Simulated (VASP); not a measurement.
Wanted: the native input for a VASP 6.6.1 run.

| Quantity | Value |
| --- | --- |
| Task | single point |
| Functional | PBE |
| Potentials or basis | VASP PAW PBE potentials, release 64 (Zr_sv, C) |
| Cutoff | 520 eV |
| k mesh | 8 × 8 × 8 |
| Occupations | fermi-dirac, width 0.1 eV |
| Spin | no spin polarisation |
| Dipole correction | no |
| Further INCAR settings | ALGO = Normal; EDIFF = 1e-07; NBANDS = 15 |

The structure of ZrC (rock salt type) lies in POSCAR:

```
ZrC
1.0
    0.0000000000      2.3550000000      2.3550000000
    2.3550000000      0.0000000000      2.3550000000
    2.3550000000      2.3550000000      0.0000000000
Zr C
1 1
Direct
   -0.0042462845      0.0042462845      0.0042462845
    0.5000000000      0.5000000000      0.5000000000
```

These files were run (other wordings do the same):

INCAR

```
SYSTEM = ZrC
ALGO = Normal ; EDIFF = 1E-7
ENCUT = 520 ; GGA = PE
ISIF = 2 ; ISMEAR = -1
LASPH = .True. ; LCHARG = .False.
LREAL = .False. ; LWAVE = .False.
NBANDS = 15 ; NELM = 60
PREC = Accurate ; SIGMA = 0.1
```

KPOINTS

```
k-points
0
Gamma
  8 8 8
  0 0 0
```

Potentials or basis: VASP PAW PBE potentials, release 64 (Zr_sv, C).

Launch:

```sh
$ cat potpaw_PBE.64/Zr_sv/POTCAR potpaw_PBE.64/C/POTCAR > POTCAR
$ mpirun -np 1 vasp_std > vasp.out
```

It gave:

The pressure is 0.1 GPa and the largest force is 0.142 eV/Å. The band gap on the k mesh is zero (band 8 reaches 10.47 eV, above the bottom of band 9 at 9.17 eV).

Run time: 13 s on 1 thread of Intel(R) Xeon(R) 6975P-C (Granite Rapids) (shared host), peak memory 0.16 GiB.
